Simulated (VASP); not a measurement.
Here is a VASP 6.6.1 calculation.

File INCAR:

```
PREC     = Accurate       # precision mode
ENCUT    = 600            # plane-wave cutoff, eV
EDIFF    = 1E-6           # SCF threshold, eV
ISMEAR   = 0              # smearing method
SIGMA    = 0.1            # smearing width, eV
LREAL    = F              # projectors in reciprocal space
LASPH    = T              # aspherical terms in the spheres
NELM     = 120            # most SCF steps
ALGO     = Normal         # electronic algorithm
ISIF     = 2              # what is computed and relaxed
LWAVE    = F              # write WAVECAR
LCHARG   = F              # write CHGCAR
NBANDS   = 11             # bands
GGA_COMPAT= F
```

Contents of KPOINTS:

```
Automatic mesh
0
Gamma
  6 6 6
```

The input POSCAR:

```
BeTe
1.0
    0.0000000000      2.8100000000      2.8100000000
    2.8100000000      0.0000000000      2.8100000000
    2.8100000000      2.8100000000      0.0000000000
Be Te
1 1
Direct
    0.0000000000      0.0000000000      0.0000000000
    0.2500000000      0.2500000000      0.2500000000
```

Potentials or basis: VASP PAW LDA potentials, release 64 (Be, Te).

The run is started by

```console
$ cat potpaw_LDA.64/Be/POTCAR potpaw_LDA.64/Te/POTCAR > POTCAR
$ mpirun -np 1 vasp_std > vasp.out
```

Q: What does it give for the band gap on the k mesh?

A: 1.85 eV, indirect (least direct gap 3.58 eV).

Q: What does it give for the pressure?

A: -1.8 GPa.

Caveat: spin-orbit coupling is left out, which moves the levels of the heavy elements. LDA gaps usually lie below the measured ones, often by a third to a half.
